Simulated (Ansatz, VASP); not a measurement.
# BN in VASP and in Ansatz

POSCAR

```
BN
1.0
    0.0000000000      3.2928569245      2.1632761898
    1.2198095259      0.0000000000      2.1632761898
    1.2198095259      3.2928569245      0.0000000000
B N
1 1
Direct
   -0.0008201111     -0.0008201111      1.0008201111
    0.6675201011      0.6675201011      0.3324798989
```

INCAR.step1

```
PREC = Accurate
ENCUT = 520
EDIFF = 1E-5
ISMEAR = 0
SIGMA = 0.01
LREAL = False
LASPH = True
NELM = 60
ALGO = Normal
ISIF = 2
LWAVE = True
LCHARG = False
GGA = PE
NBANDS = 11
```

Contents of INCAR.step2:

```
PREC = Accurate
ENCUT = 520
EDIFF = 1E-7
ISMEAR = 0
SIGMA = 0.01
LREAL = False
LASPH = True
NELM = 60
ALGO = Normal
ISIF = 2
LWAVE = False
LCHARG = False
GGA = PE
LHFCALC = True
HFSCREEN = 0.2079
PRECFOCK = Normal
ISTART = 1
NBANDS = 11
```

Contents of KPOINTS:

```
Automatic mesh
0
Gamma
  8 8 8
```

Input for Ansatz:

```yaml
crystal:
  lattice:
    - [0.0, 3.2928569245, 2.1632761898]
    - [1.2198095259, 0.0, 2.1632761898]
    - [1.2198095259, 3.2928569245, 0.0]
  atoms:
    - { symbol: B, position: [-0.0008201111, -0.0008201111, 1.0008201111] }
    - { symbol: "N", position: [0.6675201011, 0.6675201011, 0.3324798989] }
kpoints:
  mp_grid: { grid: [8, 8, 8] }
  band_path:
    path:
      - [0.0, 0.0, 0.0]
      - [0.5, 0.0, 0.5]
      - [1.0, 0.5, 0.5]
      - [0.5, 0.5, 0.0]
      - [0.0, 0.3696802579, 0.3696802579]
      - [1.0, 0.6303197421, 0.6303197421]
      - [0.5, 0.297518017, 0.797518017]
      - [0.5, 0.702481983, 0.202481983]
      - [0.5, 0.5, 0.5]
      - [0.0, 0.3327122321, 0.3327122321]
      - [0.497396, 0.354167, -0.145833]
    npoints: 1
hamiltonian:
  xc: hse06
scf:
  occupations: { method: fixed }
  n_extra_bands: 4
output:
  forces: true
  stress: true
  eigenvalues: true
```

Change from the starting cell: uniaxial_x strain -2.5%.

Alike in both runs: task single point; functional HSE06; k mesh 8 × 8 × 8; no spin polarisation.

|  | VASP | Ansatz |
| --- | --- | --- |
| version | VASP 6.6.1 | Ansatz 0.2.0 |
| potentials or method | VASP PAW PBE potentials, release 64 (B, N) | plane waves, PAW |
| plane-wave cutoff (eV) | 520 | 420 |
| occupations | gaussian, width 0.01 eV | fixed |
| valence electrons in the cell | 8 | 8 |

```csv
,VASP,Ansatz,Ansatz less VASP
gap on the k mesh at the Fermi level (eV),4.65,4.66,+0.009
pressure (GPa),9.8,9.6,-0.24
"traceless stress, the component that is largest in VASP (GPa)",12.80,12.56,-0.233
rms of the force components (eV/Å),0.002,0.004,+0.0014
```

Atom by atom the forces differ by 0.001 eV/Å (rms over components). Ansatz's warnings: stress exchange threshold loose, stress scf threshold loose.
